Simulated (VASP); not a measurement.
# PbS (Fm-3m) in VASP: single point with PBEsol

Aim: the single point of PbS with PBEsol.

Everything below comes from runs of VASP 6.6.1. Logs are shortened: lines on timing, memory, paths and dates and some standing lists are left out, and cuts for length are marked.

### Step 1. The cell of the first run

It takes space group Fm-3m (No. 225, cubic). Conventional cell: a = 5.903 Å, b = 5.903 Å, c = 5.903 Å, α = 90.00°, β = 90.00°, γ = 90.00°. Within 3.9 Å of Pb (site symmetry m-3m) lie 6 S at 2.95 Å. Within 3.9 Å of S (site symmetry m-3m) lie 6 Pb at 2.95 Å.

### Step 2. Single point, PBEsol

File INCAR:

```
SYSTEM = PbS
PREC = Accurate
ENCUT = 520
EDIFF = 1E-6
ISMEAR = 0
SIGMA = 0.05
LREAL = .False.
LASPH = .True.
NELM = 80
ALGO = Normal
ISIF = 2
LWAVE = .False.
LCHARG = .False.
GGA = PS
NBANDS = 17
```

File KPOINTS:

```
regular mesh
0
Gamma
  10 10 10
  0 0 0
```

File POSCAR:

```
PbS
1.0
    0.0000000000      2.9515620869      2.9515620869
    2.9515620869      0.0000000000      2.9515620869
    2.9515620869      2.9515620869      0.0000000000
Pb S
1 1
Direct
    0.5000000000      0.5000000000      0.5000000000
    0.0000000000      0.0000000000      0.0000000000
```

Potentials or basis: VASP PAW PBE potentials, release 64 (Pb_d, S).

Command:

```sh
$ cat potpaw_PBE.64/Pb_d/POTCAR potpaw_PBE.64/S/POTCAR > POTCAR
$ mpirun -np 1 vasp_std > vasp.out
```

OUTCAR:

```text
SYSTEM = PbS
   PREC = Accurate
   ENCUT = 520
   EDIFF = 1E-6
   ISMEAR = 0
   LREAL = .False.
   LASPH = .True.
   NELM = 80
   ISIF = 2
   GGA = PS

 ion  position               nearest neighbor table
   1  0.500  0.500  0.500-   2 2.95   2 2.95   2 2.95   2 2.95   2 2.95   2 2.95
   2  0.000  0.000  0.000-   1 2.95   1 2.95   1 2.95   1 2.95   1 2.95   1 2.95

  LATTYP: Found a face centered cubic cell.
 ALAT       =     5.9031241738

  Lattice vectors:

 A1 = (   0.0000000000,   2.9515620869,   2.9515620869)
 A2 = (   2.9515620869,   0.0000000000,   2.9515620869)
 A3 = (   2.9515620869,   2.9515620869,   0.0000000000)

Analysis of symmetry for initial positions (statically):
=====================================================================
 Subroutine PRICEL returns:
 Original cell was already a primitive cell.

 Routine SETGRP: Setting up the symmetry group for a
 face centered cubic supercell.

 Subroutine GETGRP returns: Found 48 space group operations
 (whereof 48 operations were pure point group operations)
 out of a pool of 48 trial point group operations.

The static configuration has the point symmetry O_h .

Analysis of symmetry for dynamics (positions and initial velocities):
=====================================================================
 Subroutine PRICEL returns:
 Original cell was already a primitive cell.

 Routine SETGRP: Setting up the symmetry group for a
 face centered cubic supercell.

 Subroutine GETGRP returns: Found 48 space group operations
 (whereof 48 operations were pure point group operations)
 out of a pool of 48 trial point group operations.

The dynamic configuration has the point symmetry O_h .

 Subroutine INISYM returns: Found 48 space group operations
 (whereof 48 operations are pure point group operations),
 and found     1 'primitive' translations

----------------------------------------------------------------------------------------

                                     Primitive cell

  volume of cell :      51.4264

  direct lattice vectors                    reciprocal lattice vectors
     0.000000000  2.951562087  2.951562087    -0.169401824  0.169401824  0.169401824
     2.951562087  0.000000000  2.951562087     0.169401824 -0.169401824  0.169401824
     2.951562087  2.951562087  0.000000000     0.169401824  0.169401824 -0.169401824

  length of vectors
     4.174139133  4.174139133  4.174139133     0.293412565  0.293412565  0.293412565

  position of ions in fractional coordinates (direct lattice)
     0.500000000  0.500000000  0.500000000
     0.000000000  0.000000000  0.000000000

  ion indices of the primitive-cell ions
   primitive index   ion index
                 1           1
                 2           2

----------------------------------------------------------------------------------------

 KPOINTS: regular mesh

Automatic generation of k-mesh.
 Grid dimensions read from file:
 generate k-points for:   10   10   10

 Generating k-lattice:

  Cartesian coordinates                     Fractional coordinates (reciprocal lattice)
    -0.016940182  0.016940182  0.016940182     0.100000000  0.000000000  0.000000000
     0.016940182 -0.016940182  0.016940182     0.000000000  0.100000000  0.000000000
     0.016940182  0.016940182 -0.016940182     0.000000000  0.000000000  0.100000000

  Length of vectors
     0.029341257  0.029341257  0.029341257

  Shift w.r.t. Gamma in fractional coordinates (k-lattice)
     0.000000000  0.000000000  0.000000000

 Subroutine IBZKPT returns following result:
 ===========================================

 Found     47 irreducible k-points:

 Following reciprocal coordinates:
            Coordinates               Weight
  0.000000  0.000000  0.000000      1.000000
  0.100000  0.000000  0.000000      8.000000
  0.200000  0.000000  0.000000      8.000000
  0.300000  0.000000  0.000000      8.000000
  0.400000  0.000000  0.000000      8.000000
  0.500000  0.000000  0.000000      4.000000
[... 16 lines left out ...]
  0.300000  0.300000  0.000000      6.000000
  0.400000  0.300000  0.000000     24.000000
 [... further k-points ...]
   k-points           NKPTS =     47   k-points in BZ     NKDIM =     47   number of bands    NBANDS=     17
   number of dos      NEDOS =    301   number of ions     NIONS =      2
   total plane-waves  NPLWV =  32768
   dimension x,y,z NGX =    32 NGY =   32 NGZ =   32
   dimension x,y,z NGXF=    64 NGYF=   64 NGZF=   64
   ions per type =               1   1
   NGX,Y,Z   is equivalent  to a cutoff of  12.74, 12.74, 12.74 a.u.
   NGXF,Y,Z  is equivalent  to a cutoff of  25.49, 25.49, 25.49 a.u.
 SYSTEM =  PbS
   PREC   = accura    normal or accurate (medium, high low for compatibility)
   ISTART =      0    job   : 0-new  1-cont  2-samecut
   ICHARG =      2    charge: 1-file 2-atom 10-const
   ISPIN  =      1    spin polarized calculation?
   LNONCOLLINEAR =      F non collinear calculations
   LSORBIT =      F    spin-orbit coupling
   LASPH  =      T    aspherical Exc in radial PAW
   ENCUT  =  520.0 eV  38.22 Ry    6.18 a.u.   7.76  7.76  7.76*2*pi/ulx,y,z
   NELM   =     80;   NELMIN=  2; NELMDL= -5     # of ELM steps
   EDIFF  = 0.1E-05   stopping-criterion for ELM
   LREAL  =      F    real-space projection
   EDIFFG = 0.1E-04   stopping-criterion for IOM
   NSW    =      0    number of steps for IOM
   IBRION =     -1    ionic relax: 0-MD 1-quasi-New 2-CG
   NFREE  =      0    steps in history (QN), initial steepest desc. (CG)
   ISIF   =      2    stress and relaxation
   ISYM   =      2    0-nonsym 1-usesym 2-fastsym
   POTIM  = 0.5000    time-step for ionic-motion
   TEBEG  =    0.0;   TEEND  =   0.0 temperature during run
   PSTRESS=    0.0 pullay stress
   NELECT =      20.0000    total number of electrons
   NUPDOWN=      -1.0000    fix difference up-down
   EMIN   =  10.00;   EMAX   =-10.00  energy-range for DOS
   EFERMI =   0.00;   METHOD = LEGACY
   ISMEAR =     0;   SIGMA  =   0.05  broadening in eV -4-tet -1-fermi 0-gaus
   EFERMI_NEDOS =   21; number of points for ismear=-14 and -15
   IALGO  =     38    algorithm
   IMIX   =      4    mixing-type and parameters
     AMIX     =   0.40;   BMIX     =  1.00
     AMIX_MAG =   1.60;   BMIX_MAG =  1.00
  volume/ion in A,a.u.               =      25.71       173.52
  Fermi-wavevector in a.u.,A,eV,Ry     =   1.194968  2.258162 19.428416  1.427948
  Thomas-Fermi vector in A             =   2.330945
   LORBIT       =      0    0 simple, 1 ext, 2 COOP (PROOUT), +10 PAW based schemes
   GGA     = PS    functional components
   LHFCALC =     F    Hartree Fock is set to
   AEXX    =    0.0000 exact exchange contribution
   IVDW    =     0    specifies the selected vdW correction
   LEPSILON=     F    determine dielectric tensor
   LRPA    =     F    only Hartree local field effects (RPA)
 non-spin polarized calculation
 Gauss-broadening in eV      SIGMA  =   0.05
  energy-cutoff  :      520.00
  volume of cell :       51.43
 maximum number of plane-waves:      1411
   NGX = 15   NGY = 15   NGZ = 15

 number of electron      19.9999997 magnetization

 Free energy of the ion-electron system (eV)
  ---------------------------------------------------
  ext. energy  EPLUGINS =         0.00000000
  ---------------------------------------------------
  free energy    TOTEN  =        -9.45683190 eV

  energy without entropy =       -9.45682769  energy(sigma->0) =       -9.45682979

 E-fermi :   5.9962     XC(G=0):  -9.9545

 val. band max:        5.8964906523   @ k =   0.5000   0.0000   0.0000
 cond. band min:       6.0959962412   @ k =   0.5000   0.0000   0.0000
 fundamental gap:      0.1995055889
 Fermi energy:         5.9962434601

 k-point     1 :       0.0000    0.0000    0.0000
  band No.  band energies     occupation
      1     -10.8886      2.00000
      2     -10.8886      2.00000
      3     -10.8886      2.00000
      4     -10.8757      2.00000
      5     -10.8757      2.00000
      6      -7.8556      2.00000
[... 9 lines left out ...]
     16      12.4868      0.00000
     17      14.2809      0.00000

 k-point     2 :       0.1000    0.0000    0.0000
  band No.  band energies     occupation
      1     -10.8882      2.00000
      2     -10.8864      2.00000
      3     -10.8864      2.00000
      4     -10.8764      2.00000
      5     -10.8764      2.00000
      6      -7.7667      2.00000
[... 9 lines left out ...]
     16      12.7481      0.00000
     17      15.1702      0.00000

 k-point     3 :       0.2000    0.0000    0.0000
  band No.  band energies     occupation
      1     -10.8907      2.00000
      2     -10.8907      2.00000
      3     -10.8871      2.00000
      4     -10.8681      2.00000
      5     -10.8681      2.00000
      6      -7.5111      2.00000
[... 9 lines left out ...]
     16      13.3338      0.00000
     17      16.7959      0.00000

 k-point     4 :       0.3000    0.0000    0.0000
  band No.  band energies     occupation
      1     -10.9003      2.00000
      2     -10.9003      2.00000
      3     -10.8864      2.00000
      4     -10.8534      2.00000
      5     -10.8534      2.00000
      6      -7.1313      2.00000
[... 9 lines left out ...]
     16      14.1939      0.00000
     17      18.1998      0.00000
[... 343 lines left out ...]
      1     -10.9084      2.00000
      2     -10.8951      2.00000
      3     -10.8818      2.00000
      4     -10.8642      2.00000
      5     -10.8526      2.00000
      6      -6.9915      2.00000
[... 9 lines left out ...]
     16      15.6888      0.00000
     17      16.1121      0.00000

 k-point    23 :       0.3000    0.3000    0.0000
  band No.  band energies     occupation
      1     -10.9701      2.00000
      2     -10.9070      2.00000
      3     -10.8573      2.00000
      4     -10.8460      2.00000
      5     -10.8460      2.00000
      6      -6.8500      2.00000
[... 9 lines left out ...]
     16      16.4214      0.00000
     17      16.7349      0.00000

 k-point    24 :       0.4000    0.3000    0.0000
  band No.  band energies     occupation
      1     -10.9929      2.00000
      2     -10.9070      2.00000
      3     -10.8599      2.00000
      4     -10.8391      2.00000
      5     -10.8344      2.00000
      6      -6.5393      2.00000
[... 9 lines left out ...]
     16      16.8572      0.00000
     17      17.5084      0.00000

 [... further k-points ...]
[... 5 lines left out ...]
  --------------------------------------------------------------------------------------
  -------------------------------------------------------------------------------------
  Total       -0.0181273     -0.0181273     -0.0181273     -0.0000000     -0.0000000      0.0000000
  in kB       -0.5647521     -0.5647521     -0.5647521     -0.0000000     -0.0000000      0.0000000
  external PRESSURE =      -0.5647521 kB  Pullay stress =       0.0000000 kB

 VOLUME and BASIS-vectors are now :
 -----------------------------------------------------------------------------
  energy-cutoff  :      520.00
  volume of cell :       51.43
      direct lattice vectors                 reciprocal lattice vectors
     0.000000000  2.951562087  2.951562087    -0.169401824  0.169401824  0.169401824
     2.951562087  0.000000000  2.951562087     0.169401824 -0.169401824  0.169401824
     2.951562087  2.951562087  0.000000000     0.169401824  0.169401824 -0.169401824

 POSITION                                       TOTAL-FORCE (eV/Angst)
 -----------------------------------------------------------------------------------
      2.95156      2.95156      2.95156         0.000000      0.000000      0.000000
      0.00000      0.00000      0.00000        -0.000000     -0.000000     -0.000000
 -----------------------------------------------------------------------------------
    total drift:                                0.000000     -0.000000      0.000000

  FREE ENERGIE OF THE ION-ELECTRON SYSTEM (eV)
  ---------------------------------------------------
  free  energy   TOTEN  =        -9.4568319025 eV

  energy  without entropy=       -9.4568276866  energy(sigma->0) =       -9.45682979
```

Run time: 30 s. Hardware: 1 thread of Intel Xeon Platinum 8259CL at 2.50GHz (Skylake/Cascade Lake), shared host; peak memory 0.19 GiB.

Results:

* Free energy: -9.4568 eV
* Pressure: -0.1 GPa
* Band gap on the k mesh: 0.20 eV, direct

Caveat: the PAW data sets were made with another functional, which shifts forces and pressure a little; spin-orbit coupling is left out, which moves the levels of the heavy elements.
